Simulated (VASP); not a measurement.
Input of a VASP 6.6.1 run:

INCAR

```
PREC     = Accurate       # precision mode
ENCUT    = 600            # plane-wave cutoff, eV
EDIFF    = 1E-6           # SCF threshold, eV
ISMEAR   = 0              # smearing method
SIGMA    = 0.01           # smearing width, eV
LREAL    = False          # projectors in reciprocal space
LASPH    = True           # aspherical terms in the spheres
NELM     = 120            # most SCF steps
ALGO     = Normal         # electronic algorithm
ISIF     = 2              # what is computed and relaxed
LWAVE    = False          # write WAVECAR
LCHARG   = False          # write CHGCAR
GGA      = PE             # functional
NBANDS   = 26             # bands
GGA_COMPAT= False
```

File KPOINTS:

```
Automatic mesh
0
Gamma
  1 1 1
```

The input POSCAR:

```
BN
1.0
    3.6160000000      0.0000000000      0.0000000000
    0.0000000000      3.6160000000      0.0000000000
    0.0000000000      0.0000000000      3.6160000000
B N
4 4
Direct
    0.0000000000      0.0000000000      0.0000000000
    0.5000000000      0.5000000000      0.0000000000
    0.5000000000      0.0000000000      0.5000000000
    0.0000000000      0.5000000000      0.5000000000
    0.2500000000      0.2500000000      0.2500000000
    0.7500000000      0.7500000000      0.2500000000
    0.7500000000      0.2500000000      0.7500000000
    0.2500000000      0.7500000000      0.7500000000
```

Potentials or basis: VASP PAW PBE potentials, release 64 (B, N).

Command:

```bash
$ cat potpaw_PBE.64/B/POTCAR potpaw_PBE.64/N/POTCAR > POTCAR
$ mpirun -np 1 vasp_gam > vasp.out
```

Problem. Predict the pressure.

Solution. 32.9 GPa.

Problem. Predict the band gap on the k mesh.

Solution. 4.16 eV.

Caveat: the k points lie up to 1.74 Å⁻¹ apart. As with any semilocal functional, this PBE gap is likely too small.
